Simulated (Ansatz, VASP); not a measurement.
Os3RuC3 in VASP and in Ansatz

```xyz
7
Lattice="4.3809 0.0000 0.0000 0.0000 4.3809 0.0000 0.0000 0.0000 4.3809" Properties=species:S:1:pos:R:3 pbc="T T T"
Ru    2.1904    2.1904    2.1904
Os    0.0000    2.1904    0.0000
Os    0.0000    0.0000    2.1904
Os    2.1904    0.0000    0.0000
C     2.1904    0.0000    2.1904
C     2.1904    2.1904    0.0000
C     0.0000    2.1904    2.1904
```

Change from the starting cell: species swapped into the LiCu3O3 type (Pm-3m, No. 221).

Alike in both runs: task relaxation of cell and atoms; functional PBE; k mesh 4 × 4 × 4; occupations gaussian, width 0.1 eV; no spin polarisation.

|  | VASP | Ansatz |
| --- | --- | --- |
| version | VASP 6.6.1 | Ansatz 0.2.0 |
| potentials or method | VASP PAW PBE potentials, release 64 (Ru_pv, Os, C), cutoff 600 eV | scalar-relativistic, plane waves, PAW |
| valence electrons in the cell | 50 | 76 |

|  | VASP | Ansatz | Ansatz less VASP |
| --- | --- | --- | --- |
| gap on the k mesh at the Fermi level, each at its own relaxed structure (eV) | none | none | - |
| relaxed volume (Å³/atom) | 11.01 | 10.96 | -0.053 |
| relaxed cell length with the largest relative difference (Å) | 4.256 | 4.249 | -0.0068 |

A gap of «none» marks a metal or a gap that the smearing closes. VASP's potentials hold 50 valence electrons a cell and Ansatz's 76, so a difference there can come from the potentials and not from the codes.

Neither program's run includes spin-orbit coupling.
